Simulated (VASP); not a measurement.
Runs of VASP 6.6.1 on AlAs. The structure is that of space group F-43m (No. 216), or close to it. The cells are those of the table. 

```tsv
cell	gap on the mesh (eV)	pressure (GPa)
a = 4.081 Å, angles 60.0°, 2 atoms	1.41	-3.1
a = 3.962 Å, angles 60.0°, 2 atoms	1.26	3.3
a = 3.921 Å, angles 60.0°, 2 atoms	(a)	(b)
a = 4.042 Å, angles 60.0°, 2 atoms	1.36	(c)
```

Alike in all rows: task single point; level PBEsol; potentials or basis VASP PAW PBE potentials, release 64 (Al, As); no spin polarisation; k mesh 6 × 6 × 6; cutoff (eV) 500; smearing gaussian 0.01 eV.

**Question.** Fill in the values left out.

**Answer.** (a) 1.20; (b) 6.2; (c) -1.3.

Caveats: the PAW data sets were made with another functional, which shifts forces and pressure a little.

A k mesh can miss the band edges, and the runs leave out spin-orbit coupling on As.
